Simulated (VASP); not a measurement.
# AlN: relaxation of cell and atoms with r2SCAN

AlN:

```
CELL_PARAMETERS angstrom
0.00000 2.03452 2.03452
2.03452 0.00000 2.03452
2.03452 2.03452 0.00000
ATOMIC_POSITIONS crystal
Al 0.50000 0.50000 0.50000
N 0.00000 0.00000 0.00000
```

- Program: VASP 6.6.1
- Task: relaxation of cell and atoms
- Functional: r2SCAN
- Potentials or basis: VASP PAW PBE potentials, release 64 (Al, N)
- Cutoff: 660 eV
- k mesh: 10 × 10 × 10
- Occupations: gaussian, width 0.02 eV
- Spin: no spin polarisation
- Dipole correction: no
- Further INCAR settings: ALGO = Normal; EDIFF = 1e-07; IBRION = 2; EDIFFG = -0.002; NSW = 100; ISIF = 3

- Relaxed volume: 8.21 Å³/atom
- Relaxed cell: a = 2.853 Å, b = 2.853 Å, c = 2.853 Å, α = 60.00°, β = 60.00°, γ = 60.00°
- Space group after relaxing (to 0.1 Å): Fm-3m (No. 225)
- Energy gained by relaxing: 4.8 meV/atom
- Ionic steps: 16
- Pressure after relaxing: 0.0 GPa
- Band gap on the k mesh: 5.55 eV (least direct gap 6.62 eV)

Step by step:
```tsv
step	energy change (eV)	largest force (eV/Å)	pressure (GPa)	volume (Å³)
1	0.0000	0.0000	-6.81	16.84
2	0.0006	0.0000	7.80	15.98
3	-0.0095	0.0000	0.08	16.41
4	-0.0095	0.0000	-0.07	16.42
5	-0.0095	0.0000	-0.06	16.42
6	-0.0095	0.0000	-0.06	16.42
7	-0.0095	0.0000	-0.06	16.42
8	-0.0095	0.0000	-0.06	16.42
9	-0.0095	0.0000	-0.06	16.42
10	-0.0095	0.0000	-0.06	16.42
11	-0.0095	0.0000	-0.06	16.42
12	-0.0095	0.0000	-0.06	16.42
13	-0.0095	0.0000	-0.05	16.42
14	-0.0095	0.0000	-0.05	16.42
15	-0.0095	0.0000	-0.04	16.42
16	-0.0095	0.0000	-0.02	16.42
```

Final structure:
```
Al N
1.0
     0.00000    2.01721    2.01721
     2.01721    0.00000    2.01721
     2.01721    2.01721    0.00000
Al N
1 1
Direct
  0.50000 0.50000 0.50000
  0.00000 0.00000 0.00000
```

Levels at points of the mesh, in eV from the valence-band top:
```tsv
k point	band 2	band 3	band 4	band 5	band 6	band 7
(0.00, 0.00, 0.00)	0.00	0.00	0.00	6.62	12.93	12.93
(0.50, 0.00, 0.00)	-8.49	-1.17	-1.17	6.95	11.96	11.96
(0.50, 0.50, 0.00)	-7.59	-2.91	-2.91	5.55	5.97	15.45
```

Wall time 88 s on 1 thread of Intel(R) Xeon(R) 6975P-C (Granite Rapids) (shared host), peak memory 0.14 GiB.

Caveat: the PAW data sets were made with another functional, which shifts forces and pressure a little. A k mesh can miss the band edges.
